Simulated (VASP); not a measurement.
# AlRu in VASP: notebook, part 2 of 2

VASP 6.6.1.

## Step 4: Density of states, PBEsol

This run uses another cell than the first one, of 13.39 Å³/atom, 0.962 times its volume.

File POSCAR:

```
AlRu
1.0
    2.9916000000      0.0000000000      0.0000000000
    0.0000000000      2.9916000000      0.0000000000
    0.0000000000      0.0000000000      2.9916000000
Al Ru
1 1
Direct
    0.0000000000      0.0000000000      0.0000000000
    0.5000000000      0.5000000000      0.5000000000
```

File INCAR.step1:

```
SYSTEM = AlRu
  PREC = Accurate
  ENCUT = 520
  EDIFF = 1E-6
  ISMEAR = -1
  SIGMA = 0.05
  LREAL = .False.
  LASPH = .True.
  NELM = 60
  ALGO = Normal
  ISIF = 2
  LWAVE = .False.
  LCHARG = .True.
  LMAXMIX = 4
  GGA = PS
  NBANDS = 16
```

File KPOINTS.step1:

```
regular mesh
0
Gamma
  12 12 12
  0 0 0
```

File INCAR.step2:

```
SYSTEM = AlRu
  PREC = Accurate
  ENCUT = 520
  EDIFF = 1E-6
  ISMEAR = -5
  SIGMA = 0.05
  LREAL = .False.
  LASPH = .True.
  NELM = 60
  ALGO = Normal
  ISIF = 2
  LWAVE = .False.
  LCHARG = .False.
  LMAXMIX = 4
  GGA = PS
  LORBIT = 11
  NEDOS = 2001
  ICHARG = 11
```

File KPOINTS.step2:

```
regular mesh
0
Gamma
  18 18 18
  0 0 0
```

Started as:

```
$ cat potpaw_PBE.64/Al/POTCAR potpaw_PBE.64/Ru_pv/POTCAR > POTCAR
$ cp INCAR.step1 INCAR
$ cp KPOINTS.step1 KPOINTS
$ mpirun -np 1 vasp_std > vasp.out
$ cp INCAR.step2 INCAR
$ cp KPOINTS.step2 KPOINTS
$ mpirun -np 1 vasp_std > vasp.out
```

Wall time 80 s (1 thread of Intel Xeon Platinum 8259CL at 2.50GHz (Skylake/Cascade Lake), shared host); peak memory 0.2 GiB.

It converged, with:

```
Valence electrons inside the program's atomic spheres : Al 0.81; Ru 12.79
```

Levels at points of the mesh, in eV from the Fermi level:
```tsv
k point	band 6	band 7	band 8	band 9	band 10	band 11	band 12
(0.00, 0.00, 0.00)	-3.58	0.20	0.20	0.20	6.08	6.08	6.08
(0.50, 0.00, 0.00)	-2.78	-1.59	-1.59	0.46	2.30	7.46	11.01
(0.50, 0.50, 0.00)	-1.35	-1.35	-1.15	-1.15	1.54	5.29	6.29
(0.50, 0.50, 0.50)	-4.62	1.64	1.64	2.62	4.11	4.11	4.11
```

Caveat: the PAW data sets were made with another functional, which shifts forces and pressure a little; tetrahedron occupations give inexact forces and stress in metals.

## Step 5: Electric field gradients, PBEsol (zz strain of -2 %)

File INCAR:

```
ALGO = Normal ; EDIFF = 1E-8
ENCUT = 520 ; GGA = PS
ISIF = 2 ; ISMEAR = -1
LASPH = True ; LCHARG = False
LEFG = True ; LREAL = False
LWAVE = False ; NBANDS = 16
NELM = 60 ; PREC = Accurate
SIGMA = 0.05
```

File KPOINTS:

```
k-points
0
Gamma
  12 12 12
```

Edit POSCAR of step 4 so:

```diff
@@ -4,3 +4,3 @@
     0.0000000000      2.9916000000      0.0000000000
-    0.0000000000      0.0000000000      2.9916000000
+    0.0000000000      0.0000000000      2.9317680000
 Al Ru
```

Potentials or basis: VASP PAW PBE potentials, release 64 (Al, Ru_pv).

Started as:

```
$ cat potpaw_PBE.64/Al/POTCAR potpaw_PBE.64/Ru_pv/POTCAR > POTCAR
$ mpirun -np 1 vasp_std > vasp.out
```

OUTCAR:

```text
EDIFF = 1E-8
   ENCUT = 520
   GGA = PS
   ISIF = 2
   ISMEAR = -1
   LASPH = True
   LREAL = False
   NELM = 60
   PREC = Accurate

 ion  position               nearest neighbor table
   1  0.000  0.000  0.000-   2 2.57   2 2.57   2 2.57   2 2.57   2 2.57   2 2.57   2 2.57   2 2.57

   2  0.500  0.500  0.500-   1 2.57   1 2.57   1 2.57   1 2.57   1 2.57   1 2.57   1 2.57   1 2.57

  LATTYP: Found a simple tetragonal cell.
 ALAT       =     2.9916000000
 C/A-ratio  =     0.9800000000

  Lattice vectors:

 A1 = (   2.9916000000,   0.0000000000,   0.0000000000)
[... 669 lines left out ...]
  ---------------------------------------------------
  free  energy   TOTEN  =       -15.5279265850 eV

  energy  without entropy=      -15.5164637001  energy(sigma->0) =      -15.52219514

 Electric field gradients (V/A^2)
---------------------------------------------------------------------
 ion       V_xx      V_yy      V_zz      V_xy      V_xz      V_yz
---------------------------------------------------------------------
   1       0.050     0.050    -0.101     0.000    -0.000     0.000
   2       6.446     6.446   -12.893     0.000    -0.000     0.000
---------------------------------------------------------------------

 Electric field gradients after diagonalization (V/A^2)
 (convention: |V_zz| > |V_xx| > |V_yy|)
----------------------------------------------------------------------
 ion       V_xx      V_yy      V_zz     asymmetry (V_yy - V_xx)/ V_zz
----------------------------------------------------------------------
   1       0.050     0.050    -0.101       0.000
   2       6.446     6.446   -12.893       0.000
----------------------------------------------------------------------

           NMR quadrupolar parameters

 Cq : quadrupolar parameter    Cq=e*Q*V_zz/h
 eta: asymmetry parameters     (V_yy - V_xx)/ V_zz
 Q  : nuclear electric quadrupole moment in mb (millibarn)
----------------------------------------------------------------------
 ion       Cq(MHz)       eta       Q (mb)
----------------------------------------------------------------------
   1      -0.000       0.000       1.000
   2      -0.031       0.000       1.000
----------------------------------------------------------------------
```

OSZICAR:

```text
N       E                     dE             d eps       ncg     rms          rms(c)
DAV:   1     0.115692321501E+03    0.11569E+03   -0.91767E+03  6368   0.993E+02
DAV:   2    -0.144608700949E+02   -0.13015E+03   -0.12408E+03  7336   0.294E+02
DAV:   3    -0.163141826050E+02   -0.18533E+01   -0.18479E+01  8040   0.367E+01
DAV:   4    -0.163273556904E+02   -0.13173E-01   -0.13154E-01  7760   0.325E+00
DAV:   5    -0.163275560182E+02   -0.20033E-03   -0.19993E-03  7728   0.385E-01    0.138E+01
DAV:   6    -0.156255806699E+02    0.70198E+00   -0.26403E+00  6824   0.176E+01    0.240E+00
DAV:   7    -0.155473063033E+02    0.78274E-01   -0.19193E-01  6704   0.496E+00    0.216E+00
DAV:   8    -0.155281743786E+02    0.19132E-01   -0.18683E-02  7456   0.101E+00    0.208E-01
DAV:   9    -0.155279412033E+02    0.23318E-03   -0.30482E-04  7688   0.139E-01    0.136E-01
DAV:  10    -0.155279280895E+02    0.13114E-04   -0.23705E-05  7176   0.510E-02    0.670E-03
DAV:  11    -0.155279269289E+02    0.11606E-05   -0.11702E-06  8080   0.113E-02    0.494E-03
DAV:  12    -0.155279266804E+02    0.24846E-06   -0.25098E-08  7344   0.137E-03    0.959E-04
DAV:  13    -0.155279265888E+02    0.91647E-07   -0.27417E-09  4464   0.535E-04    0.158E-04
DAV:  14    -0.155279265850E+02    0.38165E-08   -0.22615E-10  3968   0.152E-04
   1 F= -.15527927E+02 E0= -.15522195E+02  d E =-.114629E-01
```

It took 82 s on 1 thread of Intel Xeon 8259CL, shared host; peak memory 0.2 GiB.

What came out:

```
Free energy : -15.5279 eV
Pressure    : 1.1 GPa
```

Levels at points of the mesh, in eV from the Fermi level:
```tsv
k point	band 6	band 7	band 8	band 9	band 10	band 11	band 12	band 13
(0.00, 0.00, 0.00)	-3.69	0.11	0.25	0.25	5.96	5.96	6.60	11.06
(0.50, 0.00, 0.00)	-2.90	-1.72	-1.47	0.49	2.24	7.44	10.93	11.47
(0.50, 0.50, 0.00)	-1.46	-1.46	-1.07	-1.07	1.49	5.22	6.40	11.09
(0.00, 0.00, 0.50)	-2.82	-1.73	-1.73	0.40	2.60	7.43	10.93	10.93
(0.50, 0.00, 0.50)	-1.41	-1.30	-1.26	-1.23	1.62	5.52	6.53	10.61
(0.50, 0.50, 0.50)	-4.72	1.60	1.76	2.73	4.11	4.11	4.25	8.57
```

Electric field gradients, principal values (V/Å²):
```
atom  least  middle  greatest (by size)
1 Al  0.050   0.050              -0.101
2 Ru  6.446   6.446             -12.893
```

Caveat: the cell differs from its parent crystal (zz strain of -2 %); without QUAD_EFG the Cq values of the log hold for a quadrupole moment of 1 mb, not for the nuclei; the PAW data sets were made with another functional, which shifts forces and pressure a little.

## Step 6: The runs side by side

| task | cell | k mesh for the DOS | occupations for the DOS | gap on the mesh (eV) | pressure (GPa) |
| --- | --- | --- | --- | --- | --- |
| electric field gradients | a = 3.031 Å, 2 atoms | - | - | none | -10.7 |
| electric field gradients | a = 3.050 Å, 2 atoms | - | - | none | -13.8 |
| density of states | a = 2.992 Å, 2 atoms | 18 × 18 × 18 | tetrahedron | - | - |
| electric field gradients | a = 2.992, b = 2.992, c = 2.932 Å, 2 atoms | - | - | none | 1.1 |

Alike in all rows: level PBEsol; potentials or basis VASP PAW PBE potentials, release 64 (Al, Ru_pv); no spin polarisation; k mesh 12 × 12 × 12; cutoff (eV) 520; smearing fermi-dirac 0.05 eV.

Caveats: the PAW data sets were made with another functional, which shifts forces and pressure a little; tetrahedron occupations give inexact forces and stress in metals (some runs).

Absolute energies hang on the potentials; compare differences alone.
